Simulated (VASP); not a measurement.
Here is a VASP 6.6.1 calculation.

Contents of INCAR:

```
SYSTEM = SiSeF2
  PREC = Accurate
  ENCUT = 520
  EDIFF = 1E-6
  ISMEAR = 0
  SIGMA = 0.1
  LREAL = .FALSE.
  LASPH = .TRUE.
  NELM = 80
  ALGO = Fast
  ISIF = 2
  LWAVE = .FALSE.
  LCHARG = .TRUE.
  GGA = PE
  LELF = .TRUE.
  LVHAR = .TRUE.
  NBANDS = 20
```

KPOINTS

```
regular mesh
0
G
  10 10 18
  0 0 0
```

The input POSCAR:

```
SiSeF2
1.0
    4.8203309698      0.0000000000      0.0000000000
    0.0000000000      4.8203309698      0.0000000000
    0.0000000000      0.0000000000      2.6427479703
Si Se F
1 1 2
Direct
    0.5000000000      0.5000000000      0.5000000000
    0.0000000000      0.0000000000      0.0000000000
    0.0000000000      0.5000000000      0.0000000000
    0.5000000000      0.0000000000      0.0000000000
```

Potentials or basis: VASP PAW PBE potentials, release 64 (Si, Se, F).

The run is started by

```bash
$ cat potpaw_PBE.64/Si/POTCAR potpaw_PBE.64/Se/POTCAR potpaw_PBE.64/F/POTCAR > POTCAR
$ mpirun -np 1 vasp_std > vasp.out
```

(1) What does it give for the band gap on the k mesh?

(2) What does it give for the pressure?

## Answers

(1) zero (bands 12 and 13 overlap by 2.45 eV).

(2) -0.2 GPa.
